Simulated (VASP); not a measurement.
# SrO (F-43m) in VASP: further runs

Runs on SrO. Level: PBE. Tasks: single point.

Everything below comes from runs of VASP 6.6.1. Logs are shortened: lines on timing, memory, paths and dates and some standing lists are left out, and cuts for length are marked.

## Step 1: The cell of the first run

The structure is cubic, space group F-43m (No. 216). The conventional cell has a = 5.541 Å, b = 5.541 Å, c = 5.541 Å, α = 90.00°, β = 90.00°, γ = 90.00°. Within 3.2 Å of Sr (site symmetry -43m) lie 4 O at 2.40 Å. Within 3.2 Å of O (site symmetry -43m) lie 4 Sr at 2.40 Å.

## Step 2: Single point, PBE

Input file INCAR:

```
SYSTEM = SrO
ALGO     = Normal         ! electronic algorithm
EDIFF    = 1E-6           ! SCF threshold, eV
ENCUT    = 600            ! plane-wave cutoff, eV
GGA      = PE             ! functional
GGA_COMPAT= .FALSE.      
ISIF     = 2              ! what is computed and relaxed
ISMEAR   = 0              ! smearing method
LASPH    = .TRUE.         ! aspherical terms in the spheres
LCHARG   = .FALSE.        ! write CHGCAR
LREAL    = .FALSE.        ! projectors in reciprocal space
LWAVE    = .FALSE.        ! write WAVECAR
NBANDS   = 15             ! bands
NELM     = 120            ! most SCF steps
PREC     = Accurate       ! precision mode
SIGMA    = 0.05           ! smearing width, eV
```

Input file KPOINTS:

```
k-points
0
G
  6 6 6
  0 0 0
```

Input file POSCAR:

```
SrO
1.0
    0.0000000000      2.7705884718      2.7705884718
    2.7705884718      0.0000000000      2.7705884718
    2.7705884718      2.7705884718      0.0000000000
Sr O
1 1
Direct
    0.0000000000      0.0000000000      0.0000000000
    0.2500000000      0.2500000000      0.2500000000
```

Potentials or basis: VASP PAW PBE potentials, release 64 (Sr_sv, O).

Run with:

```console
$ cat potpaw_PBE.64/Sr_sv/POTCAR potpaw_PBE.64/O/POTCAR > POTCAR
$ mpirun -np 1 vasp_std > vasp.out
```

OUTCAR:

```text
SYSTEM = SrO
   EDIFF = 1E-6
   ENCUT = 600
   GGA = PE
   ISIF = 2
   ISMEAR = 0
   LASPH = .TRUE.
   LREAL = .FALSE.
   NELM = 120
   PREC = Accurate

 ion  position               nearest neighbor table
   1  0.000  0.000  0.000-   2 2.40   2 2.40   2 2.40   2 2.40
   2  0.250  0.250  0.250-   1 2.40   1 2.40   1 2.40   1 2.40

  LATTYP: Found a face centered cubic cell.
 ALAT       =     5.5411769436

  Lattice vectors:

 A1 = (   0.0000000000,   2.7705884718,   2.7705884718)
 A2 = (   2.7705884718,   0.0000000000,   2.7705884718)
 A3 = (   2.7705884718,   2.7705884718,   0.0000000000)

Analysis of symmetry for initial positions (statically):
=====================================================================
 Subroutine PRICEL returns:
 Original cell was already a primitive cell.

 Routine SETGRP: Setting up the symmetry group for a
 face centered cubic supercell.

 Subroutine GETGRP returns: Found 24 space group operations
 (whereof 24 operations were pure point group operations)
 out of a pool of 48 trial point group operations.

The static configuration has the point symmetry T_d .

Analysis of symmetry for dynamics (positions and initial velocities):
=====================================================================
 Subroutine PRICEL returns:
 Original cell was already a primitive cell.

 Routine SETGRP: Setting up the symmetry group for a
 face centered cubic supercell.

 Subroutine GETGRP returns: Found 24 space group operations
 (whereof 24 operations were pure point group operations)
 out of a pool of 48 trial point group operations.

The dynamic configuration has the point symmetry T_d .

 Subroutine INISYM returns: Found 24 space group operations
 (whereof 24 operations are pure point group operations),
 and found     1 'primitive' translations

----------------------------------------------------------------------------------------

                                     Primitive cell

  volume of cell :      42.5350

  direct lattice vectors                    reciprocal lattice vectors
     0.000000000  2.770588472  2.770588472    -0.180467076  0.180467076  0.180467076
     2.770588472  0.000000000  2.770588472     0.180467076 -0.180467076  0.180467076
     2.770588472  2.770588472  0.000000000     0.180467076  0.180467076 -0.180467076

  length of vectors
     3.918203793  3.918203793  3.918203793     0.312578145  0.312578145  0.312578145

  position of ions in fractional coordinates (direct lattice)
     0.000000000  0.000000000  0.000000000
     0.250000000  0.250000000  0.250000000

  ion indices of the primitive-cell ions
   primitive index   ion index
                 1           1
                 2           2

----------------------------------------------------------------------------------------

 KPOINTS: k-points

Automatic generation of k-mesh.
 Grid dimensions read from file:
 generate k-points for:    6    6    6

 Generating k-lattice:

  Cartesian coordinates                     Fractional coordinates (reciprocal lattice)
    -0.030077846  0.030077846  0.030077846     0.166666667  0.000000000  0.000000000
     0.030077846 -0.030077846  0.030077846     0.000000000  0.166666667  0.000000000
     0.030077846  0.030077846 -0.030077846     0.000000000  0.000000000  0.166666667

  Length of vectors
     0.052096357  0.052096357  0.052096357

  Shift w.r.t. Gamma in fractional coordinates (k-lattice)
     0.000000000  0.000000000  0.000000000

 Subroutine IBZKPT returns following result:
 ===========================================

 Found     16 irreducible k-points:

 Following reciprocal coordinates:
            Coordinates               Weight
  0.000000  0.000000  0.000000      1.000000
  0.166667  0.000000  0.000000      8.000000
  0.333333  0.000000  0.000000      8.000000
  0.500000  0.000000  0.000000      4.000000
  0.166667  0.166667  0.000000      6.000000
  0.333333  0.166667  0.000000     24.000000
[... 8 lines left out ...]
 -0.333333  0.333333  0.166667     24.000000
 -0.333333  0.500000  0.166667     12.000000
   k-points           NKPTS =     16   k-points in BZ     NKDIM =     16   number of bands    NBANDS=     15
   number of dos      NEDOS =    301   number of ions     NIONS =      2
   total plane-waves  NPLWV =  32768
   dimension x,y,z NGX =    32 NGY =   32 NGZ =   32
   dimension x,y,z NGXF=    64 NGYF=   64 NGZF=   64
   ions per type =               1   1
   NGX,Y,Z   is equivalent  to a cutoff of  13.58, 13.58, 13.58 a.u.
   NGXF,Y,Z  is equivalent  to a cutoff of  27.15, 27.15, 27.15 a.u.
 SYSTEM =  SrO
   PREC   = accura    normal or accurate (medium, high low for compatibility)
   ISTART =      0    job   : 0-new  1-cont  2-samecut
   ICHARG =      2    charge: 1-file 2-atom 10-const
   ISPIN  =      1    spin polarized calculation?
   LNONCOLLINEAR =      F non collinear calculations
   LSORBIT =      F    spin-orbit coupling
   LASPH  =      T    aspherical Exc in radial PAW
   ENCUT  =  600.0 eV  44.10 Ry    6.64 a.u.   7.83  7.83  7.83*2*pi/ulx,y,z
   NELM   =    120;   NELMIN=  2; NELMDL= -5     # of ELM steps
   EDIFF  = 0.1E-05   stopping-criterion for ELM
   LREAL  =      F    real-space projection
   EDIFFG = 0.1E-04   stopping-criterion for IOM
   NSW    =      0    number of steps for IOM
   IBRION =     -1    ionic relax: 0-MD 1-quasi-New 2-CG
   NFREE  =      0    steps in history (QN), initial steepest desc. (CG)
   ISIF   =      2    stress and relaxation
   ISYM   =      2    0-nonsym 1-usesym 2-fastsym
   POTIM  = 0.5000    time-step for ionic-motion
   TEBEG  =    0.0;   TEEND  =   0.0 temperature during run
   PSTRESS=    0.0 pullay stress
   NELECT =      16.0000    total number of electrons
   NUPDOWN=      -1.0000    fix difference up-down
   EMIN   =  10.00;   EMAX   =-10.00  energy-range for DOS
   EFERMI =   0.00;   METHOD = LEGACY
   ISMEAR =     0;   SIGMA  =   0.05  broadening in eV -4-tet -1-fermi 0-gaus
   EFERMI_NEDOS =   21; number of points for ismear=-14 and -15
   IALGO  =     38    algorithm
   IMIX   =      4    mixing-type and parameters
     AMIX     =   0.40;   BMIX     =  1.00
     AMIX_MAG =   1.60;   BMIX_MAG =  1.00
  volume/ion in A,a.u.               =      21.27       143.52
  Fermi-wavevector in a.u.,A,eV,Ry     =   1.181770  2.233221 19.001615  1.396579
  Thomas-Fermi vector in A             =   2.318037
   LORBIT       =      0    0 simple, 1 ext, 2 COOP (PROOUT), +10 PAW based schemes
   GGA     = PE    functional components
   LHFCALC =     F    Hartree Fock is set to
   AEXX    =    0.0000 exact exchange contribution
   IVDW    =     0    specifies the selected vdW correction
   LEPSILON=     F    determine dielectric tensor
   LRPA    =     F    only Hartree local field effects (RPA)
 non-spin polarized calculation
 Gauss-broadening in eV      SIGMA  =   0.05
  energy-cutoff  :      600.00
  volume of cell :       42.53
 maximum number of plane-waves:      1435
   NGX = 15   NGY = 15   NGZ = 15

 number of electron      16.0000000 magnetization

 Free energy of the ion-electron system (eV)
  ---------------------------------------------------
  ext. energy  EPLUGINS =         0.00000000
  ---------------------------------------------------
  free energy    TOTEN  =       -11.74878582 eV

  energy without entropy =      -11.74878582  energy(sigma->0) =      -11.74878582

 E-fermi :   0.7125     XC(G=0):  -8.7225

 val. band max:        0.3795937555   @ k =  -0.3333   0.5000   0.1667
 cond. band min:       2.9682432698   @ k =   0.0000   0.0000   0.0000
 fundamental gap:      2.5886495143
 Fermi energy:         0.7124834910

 k-point     1 :       0.0000    0.0000    0.0000
  band No.  band energies     occupation
      1     -31.7514      2.00000
      2     -14.4320      2.00000
      3     -13.6324      2.00000
      4     -13.6324      2.00000
      5     -13.6324      2.00000
      6      -0.5157      2.00000
      7      -0.5157      2.00000
      8      -0.5157      2.00000
      9       2.9682      0.00000
     10       8.5174      0.00000
     11       8.5174      0.00000
     12       9.8968      0.00000
     13       9.8968      0.00000
     14       9.8968      0.00000
     15      15.7249      0.00000

 k-point     2 :       0.1667    0.0000    0.0000
  band No.  band energies     occupation
      1     -31.7345      2.00000
      2     -14.9521      2.00000
      3     -13.6563      2.00000
      4     -13.6563      2.00000
      5     -13.1777      2.00000
      6      -0.6455      2.00000
      7      -0.4222      2.00000
      8      -0.4222      2.00000
      9       3.8260      0.00000
     10       8.0645      0.00000
     11       8.0645      0.00000
     12       9.3332      0.00000
     13      10.4491      0.00000
     14      10.4491      0.00000
     15      13.6637      0.00000

 k-point     3 :       0.3333    0.0000    0.0000
  band No.  band energies     occupation
      1     -31.7005      2.00000
      2     -15.5384      2.00000
      3     -13.7035      2.00000
      4     -13.7035      2.00000
      5     -12.7402      2.00000
      6      -0.5362      2.00000
      7      -0.2555      2.00000
      8      -0.2555      2.00000
      9       5.1960      0.00000
     10       7.9071      0.00000
     11       7.9071      0.00000
     12       8.3363      0.00000
     13      10.6462      0.00000
     14      10.6462      0.00000
     15      12.3790      0.00000
[... 199 lines left out ...]
 k-point    15 :      -0.3333    0.3333    0.1667
  band No.  band energies     occupation
      1     -31.6665      2.00000
      2     -15.8515      2.00000
      3     -14.0116      2.00000
      4     -13.8256      2.00000
      5     -12.2263      2.00000
      6      -0.3316      2.00000
      7      -0.3057      2.00000
      8       0.2399      2.00000
      9       5.1634      0.00000
     10       6.3773      0.00000
     11       8.5567      0.00000
     12      10.2275      0.00000
     13      10.5886      0.00000
     14      11.7733      0.00000
     15      13.1864      0.00000

 k-point    16 :      -0.3333    0.5000    0.1667
  band No.  band energies     occupation
      1     -31.6609      2.00000
      2     -15.9054      2.00000
      3     -13.9861      2.00000
      4     -13.8847      2.00000
      5     -12.1748      2.00000
      6      -0.7071      2.00000
      7       0.0336      2.00000
      8       0.3796      2.00000
      9       5.0022      0.00000
     10       6.1244      0.00000
     11       9.2131      0.00000
     12      10.1764      0.00000
     13      11.3006      0.00000
     14      12.3851      0.00000
     15      13.0760      0.00000

------------------------ aborting loop because EDIFF is reached ----------------------------------------

  FORCE on cell =-STRESS in cart. coord.  units (eV):
  Direction    XX          YY          ZZ          XY          YZ          ZX
  --------------------------------------------------------------------------------------
  -------------------------------------------------------------------------------------
  Total        0.7928511      0.7928511      0.7928511      0.0000000     -0.0000000     -0.0000000
  in kB       29.8645603     29.8645603     29.8645603      0.0000000     -0.0000000     -0.0000000
  external PRESSURE =      29.8645603 kB  Pullay stress =       0.0000000 kB

 VOLUME and BASIS-vectors are now :
 -----------------------------------------------------------------------------
  energy-cutoff  :      600.00
  volume of cell :       42.53
      direct lattice vectors                 reciprocal lattice vectors
     0.000000000  2.770588472  2.770588472    -0.180467076  0.180467076  0.180467076
     2.770588472  0.000000000  2.770588472     0.180467076 -0.180467076  0.180467076
     2.770588472  2.770588472  0.000000000     0.180467076  0.180467076 -0.180467076

 POSITION                                       TOTAL-FORCE (eV/Angst)
 -----------------------------------------------------------------------------------
      0.00000      0.00000      0.00000         0.000000      0.000000      0.000000
      1.38529      1.38529      1.38529        -0.000000     -0.000000     -0.000000
 -----------------------------------------------------------------------------------
    total drift:                               -0.000000     -0.000000      0.000000

  FREE ENERGIE OF THE ION-ELECTRON SYSTEM (eV)
  ---------------------------------------------------
  free  energy   TOTEN  =       -11.7487858152 eV

  energy  without entropy=      -11.7487858152  energy(sigma->0) =      -11.74878582
```

Wall time 11 s (1 thread of Intel Xeon Platinum 8488C (Sapphire Rapids), shared host); peak memory 0.18 GiB.

What came out:

```yaml
Free_energy: -11.7488 eV
Pressure: 3.0 GPa
Band_gap_on_the_k_mesh: 2.59 eV (least direct gap 3.48 eV)
```

A k mesh can miss the band edges.

## Step 3: Single point, PBE

This run uses another cell than the first one, of 21.72 Å³/atom.

Input file INCAR:

```
SYSTEM = SrO
PREC = Accurate ; ENCUT = 600
EDIFF = 1E-6 ; ISMEAR = 0
SIGMA = 0.05 ; LREAL = .FALSE.
LASPH = .TRUE. ; NELM = 120
ALGO = Normal ; ISIF = 2
LWAVE = .FALSE. ; LCHARG = .FALSE.
GGA = PE ; NBANDS = 15
GGA_COMPAT = .FALSE.
```

Input file KPOINTS:

```
regular mesh
0
G
  6 6 6
  0 0 0
```

Input file POSCAR:

```
SrO
1.0
    0.0000000000      2.7900160815      2.7900160815
    2.7900160815      0.0000000000      2.7900160815
    2.7900160815      2.7900160815      0.0000000000
Sr O
1 1
Direct
    0.0000000000      0.0000000000      0.0000000000
    0.2500000000      0.2500000000      0.2500000000
```

Potentials or basis: VASP PAW PBE potentials, release 64 (Sr_sv, O).

Run with:

```console
$ cat potpaw_PBE.64/Sr_sv/POTCAR potpaw_PBE.64/O/POTCAR > POTCAR
$ mpirun -np 1 vasp_std > vasp.out
```

It took 10 s on 1 thread of Intel Xeon Platinum 8488C (Sapphire Rapids), shared host; peak memory 0.18 GiB.

Results (log left out):

* Free energy: -11.7622 eV
* Pressure: 1.5 GPa
* Band gap on the k mesh: 2.53 eV (least direct gap 3.38 eV)

Levels at points of the mesh, in eV from the valence-band top:
```
           k point  band 5  band 6  band 7  band 8  band 9  band 10  band 11  band 12
(0.00, 0.00, 0.00)  -14.09   -0.85   -0.85   -0.85    2.53     8.06     8.06     9.40
(0.50, 0.00, 0.00)  -13.05   -0.71   -0.53   -0.53    5.29     7.16     7.62     7.62
(0.50, 0.50, 0.00)  -12.73   -1.42   -0.01   -0.01    4.58     5.75     9.65     9.97
```

A k mesh can miss the band edges.

[end of part 1 of 2]
